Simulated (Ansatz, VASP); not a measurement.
# H: VASP beside Ansatz

File INCAR:

```
PREC = Accurate ; ENCUT = 600
EDIFF = 1E-6 ; ISMEAR = 0
SIGMA = 0.02 ; LREAL = F
LASPH = T ; NELM = 60
ALGO = Normal ; ISIF = 3
LWAVE = F ; LCHARG = F
GGA = PE ; IBRION = 2
NSW = 100 ; EDIFFG = -0.01
```

KPOINTS

```
Automatic mesh
0
Gamma
  8 8 4
```

File POSCAR:

```
H
1.0
    1.7860521090     -2.8651041797      0.0000000000
    1.7860521090      2.8651041797      0.0000000000
    0.0000000000      0.0000000000      6.8376194868
H
4
Direct
    0.5539867033      0.4460132967      0.9689569962
    0.4460132967      0.5539867033      0.0310430038
    0.4460132967      0.5539867033      0.4689569962
    0.5539867033      0.4460132967      0.5310430038
```

Input for Ansatz:

```yaml
crystal:
  lattice:
    - [1.786052109, -2.8651041797, 0.0]
    - [1.786052109, 2.8651041797, 0.0]
    - [0.0, 0.0, 6.8376194868]
  atoms:
    - { symbol: H, position: [0.5539867033, 0.4460132967, 0.9689569962] }
    - { symbol: H, position: [0.4460132967, 0.5539867033, 0.0310430038] }
    - { symbol: H, position: [0.4460132967, 0.5539867033, 0.4689569962] }
    - { symbol: H, position: [0.5539867033, 0.4460132967, 0.5310430038] }
basis:
  ecutwfc: 420
kpoints:
  mp_grid: { grid: [8, 8, 4] }
hamiltonian:
  xc: pbe
scf:
  occupations: { method: gaussian, width: 0.02 }
output:
  forces: true
  stress: true
  eigenvalues: true
relax:
  adjacent_minimum: "off"
  f_tol: 0.01
  max_steps: 80
  cell: { stress_tol: 0.05 }
```

Alike in both runs: task relaxation of cell and atoms; functional PBE; k mesh 8 × 8 × 4; occupations gaussian, width 0.02 eV; no spin polarisation.

```csv
,VASP,Ansatz
version,VASP 6.6.1,Ansatz 0.2.0
potentials or method,"VASP PAW PBE potentials, release 64 (H), cutoff 600 eV","scalar-relativistic, plane waves, PAW"
valence electrons in the cell,4,4
```

|  | VASP | Ansatz | Ansatz less VASP |
| --- | --- | --- | --- |
| gap on the k mesh at the Fermi level, each at its own relaxed structure (eV) | 8.84 | 8.84 | +0.001 |
| relaxed volume (Å³/atom) | 17.49 | 17.49 | 0.000 |
| relaxed length of the cell vector where the two differ most in proportion (Å) | 6.838 | 6.838 | 0.0000 |

Noted on VASP's run: the relaxation stopped at its first step, so nothing moved.
